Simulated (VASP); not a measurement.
Set up this calculation in VASP 6.6.1, as the native input.

| Item | Value |
| --- | --- |
| Task | single point |
| Functional | r2SCAN |
| Potentials or basis | VASP PAW PBE potentials, release 64 (Hf_pv) |
| Cutoff | 520 eV |
| k mesh | 10 × 10 × 10 |
| Occupations | fermi-dirac, width 0.05 eV |
| Spin | no spin polarisation |
| Dipole correction | no |
| Further INCAR settings | ALGO = Normal; EDIFF = 1e-07; NBANDS = 11 |

The system is Hf.

```
CELL_PARAMETERS angstrom
-1.84040 1.84040 1.84040
1.84040 -1.84040 1.84040
1.84040 1.84040 -1.84040
ATOMIC_POSITIONS crystal
Hf 0.00000 0.00000 0.00000
```

These files were run (other wordings do the same):

POSCAR

```
Hf
1.0
   -1.8404011445      1.8404011445      1.8404011445
    1.8404011445     -1.8404011445      1.8404011445
    1.8404011445      1.8404011445     -1.8404011445
Hf
1
Direct
    0.0000000000      0.0000000000      0.0000000000
```

INCAR.step1

```
SYSTEM = Hf
ALGO = Normal
EDIFF = 1E-4
ENCUT = 520
GGA = PE
ISMEAR = -1
LASPH = .True.
LCHARG = .False.
LREAL = .False.
LWAVE = .True.
NBANDS = 11
NELM = 80
PREC = Accurate
SIGMA = 0.05
```

INCAR.step2

```
SYSTEM = Hf
ALGO = Normal
EDIFF = 1E-7
ENCUT = 520
ISIF = 2
ISMEAR = -1
ISTART = 1
LASPH = .True.
LCHARG = .True.
LELF = .True.
LMIXTAU = .True.
LREAL = .False.
LVHAR = .True.
LWAVE = .False.
METAGGA = R2SCAN
NBANDS = 11
NELM = 80
PREC = Accurate
SIGMA = 0.05
```

KPOINTS

```
k-points
0
Gamma
  10 10 10
  0 0 0
```

Potentials or basis: VASP PAW PBE potentials, release 64 (Hf_pv).

The run is started by

```console
$ cat potpaw_PBE.64/Hf_pv/POTCAR > POTCAR
$ cp INCAR.step1 INCAR
$ mpirun -np 1 vasp_std > vasp.out
$ cp INCAR.step2 INCAR
$ mpirun -np 1 vasp_std > vasp.out
```

It gave:

The pressure is -10.5 GPa and the band gap on the k mesh is zero (band 5 reaches 5.42 eV, above the bottom of band 6 at 3.08 eV).

Caveat: the PAW data sets were made with another functional, which shifts forces and pressure a little; spin-orbit coupling is left out, which moves the levels of the heavy elements.

Wall time 50 s on 1 thread of AMD EPYC 7R13 Processor (Zen 3), with other jobs on the host, peak memory 0.12 GiB.
